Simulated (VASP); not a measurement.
A run of VASP 6.6.1 is set up as follows.

File INCAR:

```
SYSTEM = NaF
PREC = Accurate ; ENCUT = 520
EDIFF = 1E-6 ; ISMEAR = -1
SIGMA = 0.02 ; LREAL = .False.
LASPH = .True. ; NELM = 100
ALGO = Normal ; ISIF = 2
LWAVE = .False. ; LCHARG = .True.
GGA = PE ; LELF = .True.
LVHAR = .True. ; NBANDS = 14
```

Contents of KPOINTS:

```
Automatic mesh
0
Gamma
  10 10 10
  0 0 0
```

POSCAR

```
NaF
1.0
    0.0000000000      2.2972433055      2.2972433055
    2.2972433055      0.0000000000      2.2972433055
    2.2972433055      2.2972433055      0.0000000000
Na F
1 1
Direct
    0.0000000000      0.0000000000      0.0000000000
    0.5000000000      0.5000000000      0.5000000000
```

Potentials or basis: VASP PAW PBE potentials, release 64 (Na_pv, F).

Command:

```bash
$ cat potpaw_PBE.64/Na_pv/POTCAR potpaw_PBE.64/F/POTCAR > POTCAR
$ mpirun -np 1 vasp_std > vasp.out
```

(1) Predict the pressure.

(2) What does it give for the band gap on the k mesh?

Answers

(1) 3.5 GPa.

(2) 6.44 eV, direct.
